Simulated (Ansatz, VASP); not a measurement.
# NaI: VASP beside Ansatz

```
Na I
1.0
    -0.03865    3.22337    3.22337
     3.22337   -0.03865    3.22337
     3.22337    3.22337   -0.03865
Na I
1 1
Direct
  0.00000 0.00000 0.00000
  0.50000 0.50000 0.50000
```

Change from the starting cell: epitaxial_111 strain +1.0%.

Alike in both runs: task single point; functional r2SCAN; k mesh 8 × 8 × 8; no spin polarisation.

|  | VASP | Ansatz |
| --- | --- | --- |
| version | VASP 6.6.1 | Ansatz 0.2.0 |
| potentials or method | VASP PAW PBE potentials, release 64 (Na_pv, I) | plane waves, PAW |
| plane-wave cutoff (eV) | 520 | 500 |
| occupations | gaussian, width 0.01 eV | fixed |
| valence electrons in the cell | 14 | 26 |

Ansatz gave:

* gap on the k mesh at the Fermi level (eV): 4.36
* pressure (GPa): -0.2
* traceless stress, the component that is largest in VASP (GPa): 0.09

Question: Estimate VASP's values.

Answer: gap on the k mesh at the Fermi level (eV): 4.37; pressure (GPa): -0.3; traceless stress, the component that is largest in VASP (GPa): 0.09.

VASP's potentials were made for PBE, not for r2SCAN. VASP's potentials hold 14 valence electrons a cell and Ansatz's 26, so a difference there can come from the potentials and not from the codes.

Spin-orbit coupling is off throughout.
